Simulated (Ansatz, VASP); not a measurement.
**SnO: VASP beside Ansatz**

```xyz
4
Lattice="4.0220 0.0000 0.0000 0.0000 4.0220 0.0000 0.0000 0.0000 5.0679" Properties=species:S:1:pos:R:3 pbc="T T T"
Sn   -0.0866    2.0110    1.1590
Sn    2.0976    0.0000    3.9089
O     0.0092    0.0000    0.0000
O     2.0018    2.0110    0.0000
```

Change from the starting cell: mode 4 frozen in at -0.083 Å, equal normal strain along x and y +0.0400.

Alike in both runs: task single point; functional PBE; k mesh 10 × 10 × 8; occupations gaussian, width 0.05 eV; no spin polarisation.

```csv
,VASP,Ansatz
version,VASP 6.6.1,Ansatz 0.2.0
potentials or method,"VASP PAW PBE potentials, release 64 (Sn_d, O), cutoff 520 eV","scalar-relativistic, plane waves, PAW"
valence electrons in the cell,40,40
```

VASP gave:

| Property | Result |
| --- | --- |
| gap on the k mesh at the Fermi level (eV) | 0.85 |
| least direct gap on the mesh (eV) | 1.85 |
| pressure (GPa) | -5.4 |
| traceless stress, the component that is largest in VASP (GPa) | 2.36 |
| rms of the force components (eV/Å) | 0.280 |

**Question.** Which values does Ansatz return?

**Answer.** gap on the k mesh at the Fermi level (eV): 0.85; least direct gap on the mesh (eV): 1.88; pressure (GPa): -5.5; traceless stress, the component that is largest in VASP (GPa): 2.37; rms of the force components (eV/Å): 0.303.

Atom by atom the forces differ by 0.028 eV/Å (rms over components).
